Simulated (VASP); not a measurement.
# P (Im-3m) in VASP: a series of runs, part 2 of 2

VASP 6.6.1. The steps go on from the part before.

## 5. Single point, PBEsol (10.40 Å³/atom)

This run uses another cell than the first one, of 10.40 Å³/atom.

INCAR

```
SYSTEM = P
PREC = Accurate
ENCUT = 500
EDIFF = 1E-6
ISMEAR = -1
SIGMA = 0.05
LREAL = .False.
LASPH = .True.
NELM = 120
ALGO = Normal
ISIF = 2
LWAVE = .False.
LCHARG = .False.
GGA = PS
NBANDS = 8
GGA_COMPAT = .False.
```

KPOINTS

```
Automatic mesh
0
Gamma
  17 17 17
  0 0 0
```

POSCAR

```
P
1.0
   -1.3749213284      1.3749213284      1.3749213284
    1.3749213284     -1.3749213284      1.3749213284
    1.3749213284      1.3749213284     -1.3749213284
P
1
Direct
    0.0000000000      0.0000000000      0.0000000000
```

Potentials or basis: VASP PAW PBE potentials, release 64 (P).

The run is started by

```bash
$ cat potpaw_PBE.64/P/POTCAR > POTCAR
$ mpirun -np 1 vasp_std > vasp.out
```

OUTCAR:

```text
SYSTEM = P
   PREC = Accurate
   ENCUT = 500
   EDIFF = 1E-6
   ISMEAR = -1
   LREAL = .False.
   LASPH = .True.
   NELM = 120
   ISIF = 2
   GGA = PS

 ion  position               nearest neighbor table
   1  0.000  0.000  0.000-

  LATTYP: Found a body centered cubic cell.
 ALAT       =     2.7498426568

  Lattice vectors:

 A1 = (  -1.3749213284,   1.3749213284,   1.3749213284)
 A2 = (   1.3749213284,  -1.3749213284,   1.3749213284)
 A3 = (   1.3749213284,   1.3749213284,  -1.3749213284)

Analysis of symmetry for initial positions (statically):
=====================================================================
 Subroutine PRICEL returns:
 Original cell was already a primitive cell.

 Routine SETGRP: Setting up the symmetry group for a
 body centered cubic supercell.

 Subroutine GETGRP returns: Found 48 space group operations
 (whereof 48 operations were pure point group operations)
 out of a pool of 48 trial point group operations.

The static configuration has the point symmetry O_h .

Analysis of symmetry for dynamics (positions and initial velocities):
=====================================================================
 Subroutine PRICEL returns:
 Original cell was already a primitive cell.

 Routine SETGRP: Setting up the symmetry group for a
 body centered cubic supercell.

 Subroutine GETGRP returns: Found 48 space group operations
 (whereof 48 operations were pure point group operations)
 out of a pool of 48 trial point group operations.

The dynamic configuration has the point symmetry O_h .

 Subroutine INISYM returns: Found 48 space group operations
 (whereof 48 operations are pure point group operations),
 and found     1 'primitive' translations

----------------------------------------------------------------------------------------

                                     Primitive cell

  volume of cell :      10.3967

  direct lattice vectors                    reciprocal lattice vectors
    -1.374921328  1.374921328  1.374921328     0.000000000  0.363657171  0.363657171
     1.374921328 -1.374921328  1.374921328     0.363657171  0.000000000  0.363657171
     1.374921328  1.374921328 -1.374921328     0.363657171  0.363657171  0.000000000

  length of vectors
     2.381433597  2.381433597  2.381433597     0.514288903  0.514288903  0.514288903

  position of ions in fractional coordinates (direct lattice)
     0.000000000  0.000000000  0.000000000

  ion indices of the primitive-cell ions
   primitive index   ion index
                 1           1

----------------------------------------------------------------------------------------

 KPOINTS: Automatic mesh

Automatic generation of k-mesh.
 Grid dimensions read from file:
 generate k-points for:   17   17   17

 Generating k-lattice:

  Cartesian coordinates                     Fractional coordinates (reciprocal lattice)
     0.000000000  0.021391598  0.021391598     0.058823529  0.000000000  0.000000000
     0.021391598  0.000000000  0.021391598     0.000000000  0.058823529  0.000000000
     0.021391598  0.021391598  0.000000000     0.000000000  0.000000000  0.058823529

  Length of vectors
     0.030252288  0.030252288  0.030252288

  Shift w.r.t. Gamma in fractional coordinates (k-lattice)
     0.000000000  0.000000000  0.000000000

 Subroutine IBZKPT returns following result:
 ===========================================

 Found    165 irreducible k-points:

 Following reciprocal coordinates:
            Coordinates               Weight
  0.000000  0.000000  0.000000      1.000000
  0.058824  0.000000  0.000000     12.000000
  0.117647  0.000000  0.000000     12.000000
  0.176471  0.000000  0.000000     12.000000
  0.235294  0.000000  0.000000     12.000000
  0.294118  0.000000  0.000000     12.000000
[... 16 lines left out ...]
  0.411765  0.117647 -0.000000     48.000000
  0.176471  0.176471  0.000000     24.000000
 [... further k-points ...]
   k-points           NKPTS =    165   k-points in BZ     NKDIM =    165   number of bands    NBANDS=      8
   number of dos      NEDOS =    301   number of ions     NIONS =      1
   total plane-waves  NPLWV =   5832
   dimension x,y,z NGX =    18 NGY =   18 NGZ =   18
   dimension x,y,z NGXF=    36 NGYF=   36 NGZF=   36
   ions per type =               1
   NGX,Y,Z   is equivalent  to a cutoff of  12.57, 12.57, 12.57 a.u.
   NGXF,Y,Z  is equivalent  to a cutoff of  25.13, 25.13, 25.13 a.u.
 SYSTEM =  P
   PREC   = accura    normal or accurate (medium, high low for compatibility)
   ISTART =      0    job   : 0-new  1-cont  2-samecut
   ICHARG =      2    charge: 1-file 2-atom 10-const
   ISPIN  =      1    spin polarized calculation?
   LNONCOLLINEAR =      F non collinear calculations
   LSORBIT =      F    spin-orbit coupling
   LASPH  =      T    aspherical Exc in radial PAW
   ENCUT  =  500.0 eV  36.75 Ry    6.06 a.u.   4.34  4.34  4.34*2*pi/ulx,y,z
   NELM   =    120;   NELMIN=  2; NELMDL= -5     # of ELM steps
   EDIFF  = 0.1E-05   stopping-criterion for ELM
   LREAL  =      F    real-space projection
   EDIFFG = 0.1E-04   stopping-criterion for IOM
   NSW    =      0    number of steps for IOM
   IBRION =     -1    ionic relax: 0-MD 1-quasi-New 2-CG
   NFREE  =      0    steps in history (QN), initial steepest desc. (CG)
   ISIF   =      2    stress and relaxation
   ISYM   =      2    0-nonsym 1-usesym 2-fastsym
   POTIM  = 0.5000    time-step for ionic-motion
   TEBEG  =    0.0;   TEEND  =   0.0 temperature during run
   PSTRESS=    0.0 pullay stress
   NELECT =       5.0000    total number of electrons
   NUPDOWN=      -1.0000    fix difference up-down
   EMIN   =  10.00;   EMAX   =-10.00  energy-range for DOS
   EFERMI =   0.00;   METHOD = LEGACY
   ISMEAR =    -1;   SIGMA  =   0.05  broadening in eV -4-tet -1-fermi 0-gaus
   EFERMI_NEDOS =   21; number of points for ismear=-14 and -15
   IALGO  =     38    algorithm
   IMIX   =      4    mixing-type and parameters
     AMIX     =   0.40;   BMIX     =  1.00
     AMIX_MAG =   1.60;   BMIX_MAG =  1.00
  volume/ion in A,a.u.               =      10.40        70.16
  Fermi-wavevector in a.u.,A,eV,Ry     =   1.282627  2.423813 22.383374  1.645132
  Thomas-Fermi vector in A             =   2.414927
   LORBIT       =      0    0 simple, 1 ext, 2 COOP (PROOUT), +10 PAW based schemes
   GGA     = PS    functional components
   LHFCALC =     F    Hartree Fock is set to
   AEXX    =    0.0000 exact exchange contribution
   IVDW    =     0    specifies the selected vdW correction
   LEPSILON=     F    determine dielectric tensor
   LRPA    =     F    only Hartree local field effects (RPA)
 non-spin polarized calculation
  energy-cutoff  :      500.00
  volume of cell :       10.40
 maximum number of plane-waves:       273
 NGX is ok and might be reduce to    18
   NGX =  9   NGY =  9   NGZ =  9

 number of electron       5.0000002 magnetization

 Free energy of the ion-electron system (eV)
  ---------------------------------------------------
  ext. energy  EPLUGINS =         0.00000000
  ---------------------------------------------------
  free energy    TOTEN  =        -4.79904837 eV

  energy without entropy =       -4.79560494  energy(sigma->0) =       -4.79732665

 E-fermi :  15.1273     XC(G=0): -13.0342

 val. band max:       15.1238096861   @ k =  -0.4118   0.4706   0.1176
 cond. band min:      15.1828177708   @ k =   0.2941   0.1176   0.1176
 fundamental gap:      0.0590080847
 Fermi energy:        15.1273227087

 k-point     1 :       0.0000    0.0000    0.0000
  band No.  band energies     occupation
      1      -5.1016      2.00000
      2      25.9541      0.00000
      3      25.9541      0.00000
      4      25.9541      0.00000
      5      28.0556      0.00000
      6      28.0556      0.00000
      7      28.0556      0.00000
      8      32.8428      0.00000

 k-point     2 :       0.0588    0.0000    0.0000
  band No.  band energies     occupation
      1      -4.9707      2.00000
      2      24.5316      0.00000
      3      24.9398      0.00000
      4      25.7988      0.00000
      5      27.6388      0.00000
      6      28.7461      0.00000
      7      29.2954      0.00000
      8      31.9066      0.00000
[... 221 lines left out ...]
 k-point    23 :       0.4118    0.1176   -0.0000
  band No.  band energies     occupation
      1       3.4994      2.00000
      2       5.6819      2.00000
      3      15.8152      0.00000
      4      19.8115      0.00000
      5      25.1131      0.00000
      6      28.2778      0.00000
      7      35.4607      0.00000
      8      36.9917      0.00000

 k-point    24 :       0.1765    0.1765    0.0000
  band No.  band energies     occupation
      1      -1.5905      2.00000
      2      14.9443      1.94982
      3      15.5030      0.00109
      4      21.0117      0.00000
      5      27.2505      0.00000
      6      28.6126      0.00000
      7      33.1001      0.00000
      8      34.7894      0.00000

 [... further k-points ...]
[... 5 lines left out ...]
  --------------------------------------------------------------------------------------
  -------------------------------------------------------------------------------------
  Total        3.3814766      3.3814766      3.3814766      0.0000000      0.0000000      0.0000000
  in kB      521.1028243    521.1028243    521.1028243      0.0000000      0.0000000      0.0000000
  external PRESSURE =     521.1028243 kB  Pullay stress =       0.0000000 kB

 VOLUME and BASIS-vectors are now :
 -----------------------------------------------------------------------------
  energy-cutoff  :      500.00
  volume of cell :       10.40
      direct lattice vectors                 reciprocal lattice vectors
    -1.374921328  1.374921328  1.374921328     0.000000000  0.363657171  0.363657171
     1.374921328 -1.374921328  1.374921328     0.363657171  0.000000000  0.363657171
     1.374921328  1.374921328 -1.374921328     0.363657171  0.363657171  0.000000000

 POSITION                                       TOTAL-FORCE (eV/Angst)
 -----------------------------------------------------------------------------------
      0.00000      0.00000      0.00000         0.000000     -0.000000      0.000000
 -----------------------------------------------------------------------------------
    total drift:                               -0.000000      0.000000      0.000000

  FREE ENERGIE OF THE ION-ELECTRON SYSTEM (eV)
  ---------------------------------------------------
  free  energy   TOTEN  =        -4.7990483708 eV

  energy  without entropy=       -4.7956049377  energy(sigma->0) =       -4.79732665
```

stdout:

```text
POSCAR found type information on POSCAR P
 POSCAR found :  1 types and       1 ions
 scaLAPACK will be used
 -----------------------------------------------------------------------------
|                                                                             |
|                                                                             |
|     You enforced a specific xc type in the INCAR file but a different       |
|     I HOPE YOU KNOW WHAT YOU ARE DOING!                                     |
|                                                                             |
 -----------------------------------------------------------------------------

 LDA part: xc-table for (Slater+PW92), standard interpolation
 POSCAR, INCAR and KPOINTS ok, starting setup
 FFT: planning ... GRIDC
 FFT: planning ... GRID_SOFT
 FFT: planning ... GRID
 WAVECAR not read
 entering main loop
```

Run time: 5.9 s. Hardware: 1 thread of Intel Xeon Platinum 8375C at 2.90GHz (Ice Lake), shared host; peak memory 0.12 GiB.

Results:

* Free energy: -4.7990 eV
* Pressure: 52.1 GPa
* Band gap on the k mesh: zero (an odd number of electrons rules out a gap without spin polarisation)

Caveat: the cell stands under pressure; the PAW data sets were made with another functional, which shifts forces and pressure a little.

## 6. Single point, PBEsol (11.49 Å³/atom)

This run uses another cell than the first one, of 11.49 Å³/atom.

INCAR

```
SYSTEM = P
PREC = Accurate
ENCUT = 500
EDIFF = 1E-6
ISMEAR = -1
SIGMA = 0.05
LREAL = .FALSE.
LASPH = .TRUE.
NELM = 120
ALGO = Normal
ISIF = 2
LWAVE = .FALSE.
LCHARG = .FALSE.
GGA = PS
NBANDS = 8
GGA_COMPAT = .FALSE.
```

KPOINTS

```
Automatic mesh
0
G
  17 17 17
  0 0 0
```

POSCAR

```
P
1.0
   -1.4215639896      1.4215639896      1.4215639896
    1.4215639896     -1.4215639896      1.4215639896
    1.4215639896      1.4215639896     -1.4215639896
P
1
Direct
    0.0000000000      0.0000000000      0.0000000000
```

Potentials or basis: VASP PAW PBE potentials, release 64 (P).

The run is started by

```bash
$ cat potpaw_PBE.64/P/POTCAR > POTCAR
$ mpirun -np 1 vasp_std > vasp.out
```

OUTCAR:

```text
SYSTEM = P
   PREC = Accurate
   ENCUT = 500
   EDIFF = 1E-6
   ISMEAR = -1
   LREAL = .FALSE.
   LASPH = .TRUE.
   NELM = 120
   ISIF = 2
   GGA = PS

 ion  position               nearest neighbor table
   1  0.000  0.000  0.000-

  LATTYP: Found a body centered cubic cell.
 ALAT       =     2.8431279792

  Lattice vectors:

 A1 = (  -1.4215639896,   1.4215639896,   1.4215639896)
 A2 = (   1.4215639896,  -1.4215639896,   1.4215639896)
 A3 = (   1.4215639896,   1.4215639896,  -1.4215639896)
[... 434 lines left out ...]
  band No.  band energies     occupation
      1      -2.3112      2.00000
      2      12.9376      1.99931
      3      13.9066      0.00002
      4      18.8268      0.00000
      5      24.6810      0.00000
      6      26.2657      0.00000
      7      30.3247      0.00000
      8      32.0770      0.00000

 [... further k-points ...]
[... 5 lines left out ...]
  --------------------------------------------------------------------------------------
  -------------------------------------------------------------------------------------
  Total        1.9058612      1.9058612      1.9058612      0.0000000      0.0000000     -0.0000000
  in kB      265.7312436    265.7312436    265.7312436      0.0000000      0.0000000     -0.0000000
  external PRESSURE =     265.7312436 kB  Pullay stress =       0.0000000 kB

 VOLUME and BASIS-vectors are now :
 -----------------------------------------------------------------------------
  energy-cutoff  :      500.00
  volume of cell :       11.49
      direct lattice vectors                 reciprocal lattice vectors
    -1.421563990  1.421563990  1.421563990     0.000000000  0.351725285  0.351725285
     1.421563990 -1.421563990  1.421563990     0.351725285  0.000000000  0.351725285
     1.421563990  1.421563990 -1.421563990     0.351725285  0.351725285  0.000000000

 POSITION                                       TOTAL-FORCE (eV/Angst)
 -----------------------------------------------------------------------------------
      0.00000      0.00000      0.00000        -0.000000     -0.000000     -0.000000
 -----------------------------------------------------------------------------------
    total drift:                                0.000000      0.000000      0.000000

  FREE ENERGIE OF THE ION-ELECTRON SYSTEM (eV)
  ---------------------------------------------------
  free  energy   TOTEN  =        -5.0624161704 eV

  energy  without entropy=       -5.0592648636  energy(sigma->0) =       -5.06084052
```

stdout:

```text
POSCAR found type information on POSCAR P
 POSCAR found :  1 types and       1 ions
 scaLAPACK will be used
 -----------------------------------------------------------------------------
|                                                                             |
|                                                                             |
|     You enforced a specific xc type in the INCAR file but a different       |
|     I HOPE YOU KNOW WHAT YOU ARE DOING!                                     |
|                                                                             |
 -----------------------------------------------------------------------------

 LDA part: xc-table for (Slater+PW92), standard interpolation
 POSCAR, INCAR and KPOINTS ok, starting setup
 FFT: planning ... GRIDC
 FFT: planning ... GRID_SOFT
 FFT: planning ... GRID
 WAVECAR not read
 entering main loop
```

It took 6.1 s on 1 thread of Intel Xeon Platinum 8375C at 2.90GHz (Ice Lake), shared host; peak memory 0.12 GiB.

What came out:

```
Free energy            : -5.0624 eV
Pressure               : 26.6 GPa
Band gap on the k mesh : zero (an odd number of electrons rules out a gap without spin polarisation)
```

Caveat: the cell stands under pressure; the PAW data sets were made with another functional, which shifts forces and pressure a little.

## 7. Overview

```csv
cell,gap on the mesh (eV),pressure (GPa)
"a = 2.098 Å, angles 109.5°, 1 atom",none,271.0
"a = 2.201 Å, angles 109.5°, 1 atom",none,156.8
"a = 2.295 Å, angles 109.5°, 1 atom",none,91.2
"a = 2.381 Å, angles 109.5°, 1 atom",none,52.1
"a = 2.462 Å, angles 109.5°, 1 atom",none,26.6
```

Alike in all rows: task single point; level PBEsol; potentials or basis VASP PAW PBE potentials, release 64 (P); no spin polarisation; k mesh 17 × 17 × 17; cutoff (eV) 500; smearing fermi-dirac 0.05 eV.

Caveats: the cell stands under pressure; the PAW data sets were made with another functional, which shifts forces and pressure a little.

Total energies depend on the potentials used, so only differences within one code and one set of settings carry meaning.
